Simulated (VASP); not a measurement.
Wanted: the native input for a VASP 6.6.1 run.

```
Task                   : single point
Functional             : r2SCAN
Potentials or basis    : VASP PAW PBE potentials, release 64 (Ga_d, N)
Cutoff                 : 520 eV
k mesh                 : 10 × 10 × 5
Occupations            : fermi-dirac, width 0.01 eV
Spin                   : no spin polarisation
Dipole correction      : no
Further INCAR settings : ALGO = Normal; EDIFF = 1e-07; NBANDS = 26
```

GaN (GaN (P6_3mc)):

```
CELL_PARAMETERS angstrom
3.21862 0.00000 0.00000
-1.60931 2.78741 0.00000
0.00000 0.00000 5.24353
ATOMIC_POSITIONS crystal
Ga 0.66667 0.33333 0.49914
Ga 0.33333 0.66667 0.99914
N 0.66667 0.33333 0.87586
N 0.33333 0.66667 0.37586
```

These files were run (other wordings do the same):

POSCAR

```
GaN
1.0
    3.2186213459      0.0000000000      0.0000000000
   -1.6093106730      2.7874078507      0.0000000000
    0.0000000000      0.0000000000      5.2435339944
Ga N
2 2
Direct
    0.6666666667      0.3333333333      0.4991368701
    0.3333333333      0.6666666667      0.9991368701
    0.6666666667      0.3333333333      0.8758631301
    0.3333333333      0.6666666667      0.3758631300
```

INCAR.step1

```
SYSTEM = GaN
PREC = Accurate
ENCUT = 520
ISMEAR = -1
SIGMA = 0.01
LREAL = .FALSE.
LASPH = .TRUE.
NELM = 100
NBANDS = 26
GGA = PE
ALGO = Normal
EDIFF = 1E-4
LWAVE = .TRUE.
LCHARG = .FALSE.
```

INCAR.step2

```
SYSTEM = GaN
PREC = Accurate
ENCUT = 520
EDIFF = 1E-7
ISMEAR = -1
SIGMA = 0.01
LREAL = .FALSE.
LASPH = .TRUE.
NELM = 100
ALGO = Normal
ISIF = 2
LWAVE = .FALSE.
LCHARG = .FALSE.
METAGGA = R2SCAN
LMIXTAU = .TRUE.
NBANDS = 26
ISTART = 1
```

KPOINTS

```
Automatic mesh
0
G
  10 10 5
  0 0 0
```

Potentials or basis: VASP PAW PBE potentials, release 64 (Ga_d, N).

Launch:

```console
$ cat potpaw_PBE.64/Ga_d/POTCAR potpaw_PBE.64/N/POTCAR > POTCAR
$ cp INCAR.step1 INCAR
$ mpirun -np 1 vasp_std > vasp.out
$ cp INCAR.step2 INCAR
$ mpirun -np 1 vasp_std > vasp.out
```

It gave:

- Pressure: -5.1 GPa
- Band gap on the k mesh: 2.11 eV, direct

Caveat: the PAW data sets were made with another functional, which shifts forces and pressure a little.

Run time: 99 s on 1 thread of Intel(R) Xeon(R) Platinum 8488C (Sapphire Rapids) (shared host), peak memory 0.19 GiB.
